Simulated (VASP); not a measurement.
A run of VASP 6.6.1 is set up as follows.

Contents of INCAR:

```
PREC     = Accurate       # precision mode
ENCUT    = 520            # plane-wave cutoff, eV
EDIFF    = 1E-6           # SCF threshold, eV
ISMEAR   = 0              # smearing method
SIGMA    = 0.0139         # smearing width, eV
LREAL    = F              # projectors in reciprocal space
LASPH    = T              # aspherical terms in the spheres
NELM     = 80             # most SCF steps
ALGO     = Normal         # electronic algorithm
ISIF     = 2              # what is computed and relaxed
LWAVE    = F              # write WAVECAR
LCHARG   = T              # write CHGCAR
GGA      = PS             # functional
IVDW     = 12             # dispersion correction
LELF     = T              # ELF
LVHAR    = T            
NBANDS   = 38             # bands
```

File KPOINTS:

```
regular mesh
0
Gamma
  4 4 4
```

Contents of POSCAR:

```
K4InP2
1.0
    2.8337970000      4.9082800000      0.0000000000
   -2.8337970000      4.9082800000      0.0000000000
    0.0000000000     -3.2721830000      8.9869290000
K In P
4 1 2
Direct
    0.3891000000      0.3891000000      0.1673000000
    0.6109000000      0.6109000000      0.8327000000
    0.2080000000      0.2080000000      0.6240000000
    0.7920000000      0.7920000000      0.3760000000
    0.0000000000      0.0000000000      0.0000000000
    0.0883000000      0.0883000000      0.2649000000
    0.9117000000      0.9117000000      0.7351000000
```

Potentials or basis: VASP PAW PBE potentials, release 64 (K_sv, In_d, P).

Launch:

```sh
$ cat potpaw_PBE.64/K_sv/POTCAR potpaw_PBE.64/In_d/POTCAR potpaw_PBE.64/P/POTCAR > POTCAR
$ mpirun -np 1 vasp_std > vasp.out
```

Task: Estimate the band gap on the k mesh.

Result: Zero (an odd number of electrons rules out a gap without spin polarisation).

Task: Predict the pressure.

Result: -0.6 GPa.

Forces in eV/Å, atoms in the order of the input:
```
K    0.000  0.000  0.158
K    0.000  0.000 -0.158
K    0.000  0.000  0.065
K    0.000  0.000 -0.065
In   0.000  0.000  0.000
P    0.000  0.000  0.301
P    0.000  0.000 -0.301
```

Caveat: three body term missing; the PAW data sets were made with another functional, which shifts forces and pressure a little; spin-orbit coupling is left out, which moves the levels of the heavy elements.
